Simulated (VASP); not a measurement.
A run of VASP 6.6.1 is set up as follows.

The input INCAR:

```
SYSTEM = SiW3
  ALGO = Normal
  EDIFF = 1E-6
  EDIFFG = -0.04
  ENCUT = 600
  GGA = PE
  IBRION = 2
  ISIF = 3
  ISMEAR = 0
  LASPH = .True.
  LCHARG = .False.
  LREAL = .False.
  LWAVE = .False.
  NELM = 100
  NSW = 90
  PREC = Accurate
  SIGMA = 0.1
```

Contents of KPOINTS:

```
k-points
0
Gamma
  6 6 6
  0 0 0
```

File POSCAR:

```
SiW3
1.0
    0.0000000000      3.2237111700      3.2237111700
    3.2237111700      0.0000000000      3.2237111700
    3.2237111700      3.2237111700      0.0000000000
Si W
1 3
Direct
    0.0000000000      0.0000000000      0.0000000000
    0.7500000000      0.7500000000      0.7500000000
    0.5000000000      0.5000000000      0.5000000000
    0.2500000000      0.2500000000      0.2500000000
```

Potentials or basis: VASP PAW PBE potentials, release 64 (Si, W_sv).

Launch:

```sh
$ cat potpaw_PBE.64/Si/POTCAR potpaw_PBE.64/W_sv/POTCAR > POTCAR
$ mpirun -np 1 vasp_std > vasp.out
```

(1) Estimate the relaxed volume.

(2) What does it give for the band gap on the k mesh?

Answers

(1) 15.25 Å³/atom.

(2) zero (bands 23 and 24 overlap by 2.38 eV).

Caveat: spin-orbit coupling is left out, which moves the levels of the heavy elements.
